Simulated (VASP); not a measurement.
**Ga2O3: single point with PBE**

The system is Ga2O3.

```xyz
10
Lattice="2.4923 1.4389 4.4806 -2.4923 1.4389 4.4806 0.0000 -2.8778 4.4806" Properties=species:S:1:pos:R:3 pbc="T T T"
Ga    0.0000    0.0000   11.4986
Ga    0.0000    0.0000    4.7776
Ga    0.0000    0.0000    1.9434
Ga    0.0000    0.0000    8.6643
O     0.9788   -1.4389    5.6008
O    -1.7355   -0.1282    5.6008
O    -0.9788    1.4389    7.8411
O    -0.7567   -1.5671    7.8411
O     1.7355    0.1282    7.8411
O     0.7567    1.5671    5.6008
```

```
Program             : VASP 6.6.1
Task                : single point
Functional          : PBE
Potentials or basis : VASP PAW PBE potentials, release 64 (Ga_d, O)
Cutoff              : 520 eV
k mesh              : 6 × 6 × 6
Occupations         : fermi-dirac, width 0.02 eV
Spin                : no spin polarisation
```

```
Pressure               : 10.4 GPa
Largest force          : 0.069 eV/Å
Band gap on the k mesh : 2.85 eV (least direct gap 3.10 eV)
```

Forces in eV/Å, atoms in the order of the input:
```
Ga   0.000  0.000  0.069
Ga   0.000  0.000  0.069
Ga   0.000  0.000 -0.069
Ga   0.000  0.000 -0.069
O    0.020  0.000  0.000
O   -0.010 -0.018  0.000
O   -0.020  0.000  0.000
O    0.010 -0.018  0.000
O    0.010  0.018  0.000
O   -0.010  0.018  0.000
```

Stress tensor (GPa, compression positive):
```
10.86  0.00  0.00
 0.00 10.86  0.00
 0.00  0.00  9.58
```

Levels at points of the mesh, in eV from the valence-band top:
| k point | band 41 | band 42 | band 43 | band 44 | band 45 | band 46 | band 47 | band 48 |
| --- | --- | --- | --- | --- | --- | --- | --- | --- |
| (0.00, 0.00, 0.00) | -0.31 | -0.31 | -0.25 | -0.25 | 2.85 | 6.71 | 6.87 | 8.96 |
| (0.50, 0.00, 0.00) | -0.99 | -0.99 | -0.15 | -0.15 | 6.43 | 6.43 | 6.78 | 6.78 |
| (0.50, 0.50, 0.00) | -0.86 | -0.70 | -0.25 | -0.15 | 6.58 | 6.78 | 7.64 | 7.75 |
| (0.50, 0.50, 0.50) | -0.30 | -0.30 | -0.30 | -0.30 | 5.90 | 5.90 | 7.89 | 7.89 |

It took 3.3 min on 1 thread of Intel(R) Xeon(R) Platinum 8488C (Sapphire Rapids), on a shared host, peak memory 0.3 GiB.

Caveat: the cell stands under pressure. A k mesh can miss the band edges.
